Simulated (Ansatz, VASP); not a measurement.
**Two plane-wave programs on NaH**

Contents of POSCAR:

```
NaH
1.0
    3.9533072809      0.0000000000      0.0000000000
   -1.9766536405      3.4236645342      0.0000000000
    0.0000000000      0.0000000000      4.8283237787
Na H
2 2
Direct
    0.3333333333      0.6666666667      0.2500000000
    0.6666666667      0.3333333333      0.7500000000
    0.6666666667      0.3333333333      0.2500000000
    0.3333333333      0.6666666667      0.7500000000
```

The input INCAR.step1:

```
SYSTEM = NaH
PREC = Accurate
ENCUT = 520
ISMEAR = 0
SIGMA = 0.01
LREAL = .FALSE.
LASPH = .TRUE.
NELM = 60
NBANDS = 16
GGA = PE
ALGO = Normal
EDIFF = 1E-4
LWAVE = .TRUE.
LCHARG = .FALSE.
```

Contents of INCAR.step2:

```
SYSTEM = NaH
PREC = Accurate
ENCUT = 520
EDIFF = 1E-6
ISMEAR = 0
SIGMA = 0.01
LREAL = .FALSE.
LASPH = .TRUE.
NELM = 60
ALGO = Normal
ISIF = 2
LWAVE = .FALSE.
LCHARG = .TRUE.
METAGGA = R2SCAN
LMIXTAU = .TRUE.
LELF = .TRUE.
LVHAR = .TRUE.
NBANDS = 16
ISTART = 1
```

The input KPOINTS:

```
Automatic mesh
0
G
  12 12 6
  0 0 0
```

Input for Ansatz:

```yaml
crystal:
  lattice:
    - [3.9533072809, 0.0, 0.0]
    - [-1.9766536405, 3.4236645342, 0.0]
    - [0.0, 0.0, 4.8283237787]
  atoms:
    - { symbol: Na, position: [0.3333333333, 0.6666666667, 0.25] }
    - { symbol: Na, position: [0.6666666667, 0.3333333333, 0.75] }
    - { symbol: H, position: [0.6666666667, 0.3333333333, 0.25] }
    - { symbol: H, position: [0.3333333333, 0.6666666667, 0.75] }
kpoints:
  mp_grid: { grid: [12, 12, 6] }
  band_path:
    path:
      - [0.0, 0.0, 0.0]
      - [0.5, 0.0, 0.0]
      - [0.3333333333, 0.3333333333, 0.0]
      - [0.0, 0.0, 0.5]
      - [0.5, 0.0, 0.5]
      - [0.3333333333, 0.3333333333, 0.5]
      - [-0.09375, 0.1875, 0.0]
      - [0.3, 0.3, 0.0]
    npoints: 1
hamiltonian:
  xc: r2scan
scf:
  occupations: { method: fixed }
  n_extra_bands: 5
output:
  forces: true
  stress: true
  eigenvalues: true
```

Alike in both runs: task single point; functional r2SCAN; k mesh 12 × 12 × 6; no spin polarisation.

```csv
,VASP,Ansatz
version,VASP 6.6.1,Ansatz 0.2.0
potentials or method,"VASP PAW PBE potentials, release 64 (Na_pv, H)","plane waves, PAW"
plane-wave cutoff (eV),520,500
occupations,"gaussian, width 0.01 eV",fixed
valence electrons in the cell,16,20
```

```tsv
	VASP	Ansatz	Ansatz less VASP
gap on the k mesh at the Fermi level (eV)	3.68	3.67	-0.010
pressure (GPa)	-0.2	0.0	+0.18
traceless stress, the component that is largest in VASP (GPa)	-0.11	-0.03	+0.081
```

VASP's potentials were made for PBE, not for r2SCAN. VASP's potentials hold 16 valence electrons a cell and Ansatz's 20, so a difference there can come from the potentials and not from the codes.
